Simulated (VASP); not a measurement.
# Pm (Im-3m) in VASP: single point with LDA

Aim: the single point of Pm with LDA.

Program: VASP 6.6.1. These are calculated values, not measurements. Logs are shortened: lines on timing, memory, paths and dates and some standing lists are left out, and cuts for length are marked.

## (1) The cell of the first run

Symmetry: Im-3m, No. 229, cubic system. Conventional cell: a = 3.251 Å, b = 3.251 Å, c = 3.251 Å, α = 90.00°, β = 90.00°, γ = 90.00°. Pm (site symmetry m-3m) has 14 Pm at 2.82 to 3.25 Å within 3.7 Å.

This isn't the form of Pm at room conditions, which is double hcp.

## (2) Single point, LDA

File INCAR:

```
ALGO = Normal
EDIFF = 1E-6
ENCUT = 520
GGA = CA
ISIF = 2
ISMEAR = -1
LASPH = T
LCHARG = F
LREAL = F
LWAVE = F
NBANDS = 14
NELM = 60
PREC = Accurate
SIGMA = 0.13605693000000002
```

File KPOINTS:

```
k-points
0
Gamma
  14 14 14
```

File POSCAR:

```
Pm
1.0
   -1.6255343410      1.6255343410      1.6255343410
    1.6255343410     -1.6255343410      1.6255343410
    1.6255343410      1.6255343410     -1.6255343410
Pm
1
Direct
    0.0000000000      0.0000000000      0.0000000000
```

Potentials or basis: VASP PAW PBE potentials, release 64 (Pm).

Started as:

```bash
$ cat potpaw_PBE.64/Pm/POTCAR > POTCAR
$ mpirun -np 1 vasp_std > vasp.out
```

OUTCAR:

```text
EDIFF = 1E-6
   ENCUT = 520
   GGA = CA
   ISIF = 2
   ISMEAR = -1
   LASPH = T
   LREAL = F
   NELM = 60
   PREC = Accurate

 ion  position               nearest neighbor table
   1  0.000  0.000  0.000-

  LATTYP: Found a body centered cubic cell.
 ALAT       =     3.2510686820

  Lattice vectors:

 A1 = (  -1.6255343410,   1.6255343410,   1.6255343410)
 A2 = (   1.6255343410,  -1.6255343410,   1.6255343410)
 A3 = (   1.6255343410,   1.6255343410,  -1.6255343410)

Analysis of symmetry for initial positions (statically):
=====================================================================
 Subroutine PRICEL returns:
 Original cell was already a primitive cell.

 Routine SETGRP: Setting up the symmetry group for a
 body centered cubic supercell.

 Subroutine GETGRP returns: Found 48 space group operations
 (whereof 48 operations were pure point group operations)
 out of a pool of 48 trial point group operations.

The static configuration has the point symmetry O_h .

Analysis of symmetry for dynamics (positions and initial velocities):
=====================================================================
 Subroutine PRICEL returns:
 Original cell was already a primitive cell.

 Routine SETGRP: Setting up the symmetry group for a
 body centered cubic supercell.

 Subroutine GETGRP returns: Found 48 space group operations
 (whereof 48 operations were pure point group operations)
 out of a pool of 48 trial point group operations.

The dynamic configuration has the point symmetry O_h .

 Subroutine INISYM returns: Found 48 space group operations
 (whereof 48 operations are pure point group operations),
 and found     1 'primitive' translations

----------------------------------------------------------------------------------------

                                     Primitive cell

  volume of cell :      17.1810

  direct lattice vectors                    reciprocal lattice vectors
    -1.625534341  1.625534341  1.625534341     0.000000000  0.307591164  0.307591164
     1.625534341 -1.625534341  1.625534341     0.307591164  0.000000000  0.307591164
     1.625534341  1.625534341 -1.625534341     0.307591164  0.307591164  0.000000000

  length of vectors
     2.815508068  2.815508068  2.815508068     0.434999596  0.434999596  0.434999596

  position of ions in fractional coordinates (direct lattice)
     0.000000000  0.000000000  0.000000000

  ion indices of the primitive-cell ions
   primitive index   ion index
                 1           1

----------------------------------------------------------------------------------------

 KPOINTS: k-points

Automatic generation of k-mesh.
 Grid dimensions read from file:
 generate k-points for:   14   14   14

 Generating k-lattice:

  Cartesian coordinates                     Fractional coordinates (reciprocal lattice)
     0.000000000  0.021970797  0.021970797     0.071428571  0.000000000  0.000000000
     0.021970797  0.000000000  0.021970797     0.000000000  0.071428571  0.000000000
     0.021970797  0.021970797  0.000000000     0.000000000  0.000000000  0.071428571

  Length of vectors
     0.031071400  0.031071400  0.031071400

  Shift w.r.t. Gamma in fractional coordinates (k-lattice)
     0.000000000  0.000000000  0.000000000

 Subroutine IBZKPT returns following result:
 ===========================================

 Found    104 irreducible k-points:

 Following reciprocal coordinates:
            Coordinates               Weight
  0.000000  0.000000  0.000000      1.000000
  0.071429  0.000000  0.000000     12.000000
  0.142857  0.000000  0.000000     12.000000
  0.214286  0.000000  0.000000     12.000000
  0.285714  0.000000  0.000000     12.000000
  0.357143  0.000000  0.000000     12.000000
[... 16 lines left out ...]
  0.285714  0.285714  0.000000     24.000000
  0.357143  0.285714  0.000000     24.000000
 [... further k-points ...]
   k-points           NKPTS =    104   k-points in BZ     NKDIM =    104   number of bands    NBANDS=     14
   number of dos      NEDOS =    301   number of ions     NIONS =      1
   total plane-waves  NPLWV =  13824
   dimension x,y,z NGX =    24 NGY =   24 NGZ =   24
   dimension x,y,z NGXF=    48 NGYF=   48 NGZF=   48
   ions per type =               1
   NGX,Y,Z   is equivalent  to a cutoff of  14.17, 14.17, 14.17 a.u.
   NGXF,Y,Z  is equivalent  to a cutoff of  28.34, 28.34, 28.34 a.u.
 SYSTEM =  unknown system
   PREC   = accura    normal or accurate (medium, high low for compatibility)
   ISTART =      0    job   : 0-new  1-cont  2-samecut
   ICHARG =      2    charge: 1-file 2-atom 10-const
   ISPIN  =      1    spin polarized calculation?
   LNONCOLLINEAR =      F non collinear calculations
   LSORBIT =      F    spin-orbit coupling
   LASPH  =      T    aspherical Exc in radial PAW
   ENCUT  =  520.0 eV  38.22 Ry    6.18 a.u.   5.23  5.23  5.23*2*pi/ulx,y,z
   NELM   =     60;   NELMIN=  2; NELMDL= -5     # of ELM steps
   EDIFF  = 0.1E-05   stopping-criterion for ELM
   LREAL  =      F    real-space projection
[... 7 lines left out ...]
   TEBEG  =    0.0;   TEEND  =   0.0 temperature during run
   PSTRESS=    0.0 pullay stress
   NELECT =      15.0000    total number of electrons
   NUPDOWN=      -1.0000    fix difference up-down
   EMIN   =  10.00;   EMAX   =-10.00  energy-range for DOS
   EFERMI =   0.00;   METHOD = LEGACY
   ISMEAR =    -1;   SIGMA  =   0.14  broadening in eV -4-tet -1-fermi 0-gaus
   EFERMI_NEDOS =   21; number of points for ismear=-14 and -15
   IALGO  =     38    algorithm
   IMIX   =      4    mixing-type and parameters
     AMIX     =   0.40;   BMIX     =  1.00
     AMIX_MAG =   1.60;   BMIX_MAG =  1.00
  volume/ion in A,a.u.               =      17.18       115.94
  Fermi-wavevector in a.u.,A,eV,Ry     =   1.564669  2.956795 33.309628  2.448189
  Thomas-Fermi vector in A             =   2.667259
   LORBIT       =      0    0 simple, 1 ext, 2 COOP (PROOUT), +10 PAW based schemes
   GGA     = CA    functional components
   LHFCALC =     F    Hartree Fock is set to
   AEXX    =    0.0000 exact exchange contribution
   IVDW    =     0    specifies the selected vdW correction
   LEPSILON=     F    determine dielectric tensor
   LRPA    =     F    only Hartree local field effects (RPA)
 non-spin polarized calculation
  energy-cutoff  :      520.00
  volume of cell :       17.18
 maximum number of plane-waves:       476
 NGX is ok and might be reduce to    24
   NGX = 11   NGY = 11   NGZ = 11

 number of electron      15.0000000 magnetization

 Free energy of the ion-electron system (eV)
  ---------------------------------------------------
  ext. energy  EPLUGINS =         0.00000000
  ---------------------------------------------------
  free energy    TOTEN  =        -6.38291803 eV

  energy without entropy =       -5.93749412  energy(sigma->0) =       -6.16020607

 E-fermi :  12.4168     XC(G=0): -13.7576

 val. band max:       12.4167774294   @ k =   0.2143   0.2143   0.2143
 cond. band min:      12.4177960499   @ k =   0.2143   0.2143   0.1429
 fundamental gap:      0.0010186205
 Fermi energy:        12.4168228599

 k-point     1 :       0.0000    0.0000    0.0000
  band No.  band energies     occupation
      1     -26.4243      2.00000
      2      -3.2984      2.00000
      3      -3.2984      2.00000
      4      -3.2984      2.00000
      5      10.7940      1.99999
      6      11.8364      1.97231
      7      11.8364      1.97231
      8      11.8364      1.97231
      9      13.1314      0.01042
     10      13.1314      0.01042
     11      13.1314      0.01042
     12      13.5343      0.00054
     13      15.1675      0.00000
     14      15.1675      0.00000

 k-point     2 :       0.0714    0.0000    0.0000
  band No.  band energies     occupation
      1     -26.3622      2.00000
      2      -3.6779      2.00000
      3      -3.4047      2.00000
      4      -3.3089      2.00000
      5      11.1890      1.99976
      6      11.7811      1.98148
      7      11.8323      1.97312
      8      11.8428      1.97100
      9      13.0523      0.01856
     10      13.0629      0.01718
     11      13.1090      0.01227
     12      13.4119      0.00133
     13      15.0065      0.00000
     14      15.2984      0.00000

 k-point     3 :       0.1429    0.0000    0.0000
  band No.  band energies     occupation
      1     -26.1838      2.00000
      2      -4.6540      2.00000
      3      -3.6909      2.00000
      4      -3.3386      2.00000
      5      11.4557      1.99829
      6      11.8193      1.97554
      7      11.8623      1.96661
      8      12.1931      1.67620
      9      12.8823      0.06330
     10      12.9313      0.04458
     11      13.0578      0.01783
     12      13.3260      0.00250
     13      14.5946      0.00000
     14      15.6474      0.00000
[... 324 lines left out ...]
 k-point    23 :       0.2857    0.2857    0.0000
  band No.  band energies     occupation
      1     -24.8337      2.00000
      2      -8.2080      2.00000
      3      -6.8281      2.00000
      4      -4.1509      2.00000
      5      11.1134      1.99986
      6      11.9713      1.92711
      7      12.2346      1.58485
      8      12.4993      0.70595
      9      12.8977      0.05669
     10      12.9874      0.02974
     11      13.0136      0.02458
     12      13.4611      0.00093
     13      14.4966      0.00000
     14      16.6773      0.00000

 k-point    24 :       0.3571    0.2857    0.0000
  band No.  band energies     occupation
      1     -24.7807      2.00000
      2      -8.0517      2.00000
      3      -7.2352      2.00000
      4      -4.1814      2.00000
      5      11.1246      1.99985
      6      12.0615      1.86318
      7      12.1800      1.70147
      8      12.4906      0.73533
      9      12.9337      0.04381
     10      12.9507      0.03876
     11      13.1014      0.01297
     12      13.4799      0.00081
     13      14.8284      0.00000
     14      16.2444      0.00000

 [... further k-points ...]

------------------------ aborting loop because EDIFF is reached ----------------------------------------

  FORCE on cell =-STRESS in cart. coord.  units (eV):
  Direction    XX          YY          ZZ          XY          YZ          ZX
  --------------------------------------------------------------------------------------
  -------------------------------------------------------------------------------------
  Total        0.0124598      0.0124598      0.0124598     -0.0000000      0.0000000     -0.0000000
  in kB        1.1619108      1.1619108      1.1619108     -0.0000000      0.0000000     -0.0000000
  external PRESSURE =       1.1619108 kB  Pullay stress =       0.0000000 kB

 VOLUME and BASIS-vectors are now :
 -----------------------------------------------------------------------------
  energy-cutoff  :      520.00
  volume of cell :       17.18
      direct lattice vectors                 reciprocal lattice vectors
    -1.625534341  1.625534341  1.625534341     0.000000000  0.307591164  0.307591164
     1.625534341 -1.625534341  1.625534341     0.307591164  0.000000000  0.307591164
     1.625534341  1.625534341 -1.625534341     0.307591164  0.307591164  0.000000000

 POSITION                                       TOTAL-FORCE (eV/Angst)
 -----------------------------------------------------------------------------------
      0.00000      0.00000      0.00000        -0.000000      0.000000     -0.000000
 -----------------------------------------------------------------------------------
    total drift:                                0.000000      0.000000      0.000000

  FREE ENERGIE OF THE ION-ELECTRON SYSTEM (eV)
  ---------------------------------------------------
  free  energy   TOTEN  =        -6.3829180253 eV

  energy  without entropy=       -5.9374941204  energy(sigma->0) =       -6.16020607
```

Run time: 55 s. Hardware: 1 thread of Intel Xeon 8259CL, shared host; peak memory 0.16 GiB.

Results:

```yaml
Free_energy: -6.3829 eV
Pressure: 0.1 GPa
Band_gap_on_the_k_mesh: zero (an odd number of electrons rules out a gap without spin polarisation)
```

Caveat: the PAW data sets were made with another functional, which shifts forces and pressure a little; spin-orbit coupling is left out, which moves the levels of the heavy elements; semilocal functionals describe open f shells poorly, which spoils levels, moments and volumes.
